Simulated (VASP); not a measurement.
Here is a VASP 6.6.1 calculation.

Contents of INCAR:

```
PREC = Accurate ; ENCUT = 520
EDIFF = 1E-6 ; ISMEAR = -1
SIGMA = 0.05 ; LREAL = F
LASPH = T ; NELM = 100
ALGO = Normal ; ISIF = 2
LWAVE = F ; LCHARG = F
NBANDS = 11
```

KPOINTS

```
regular mesh
0
Gamma
  11 11 11
```

POSCAR

```
Pt
1.0
    0.0000000000      1.9463336063      1.9463336063
    1.9463336063      0.0000000000      1.9463336063
    1.9463336063      1.9463336063      0.0000000000
Pt
1
Direct
    0.0000000000      0.0000000000      0.0000000000
```

Potentials or basis: VASP PAW LDA potentials, release 64 (Pt).

Launch:

```bash
$ cat potpaw_LDA.64/Pt/POTCAR > POTCAR
$ mpirun -np 1 vasp_std > vasp.out
```

Q: Predict the pressure.

A: 0.8 GPa.

Q: Predict the band gap on the k mesh.

A: Zero (band 5 reaches 11.99 eV, above the bottom of band 6 at 9.79 eV).

Caveat: spin-orbit coupling is left out, which moves the levels of the heavy elements.
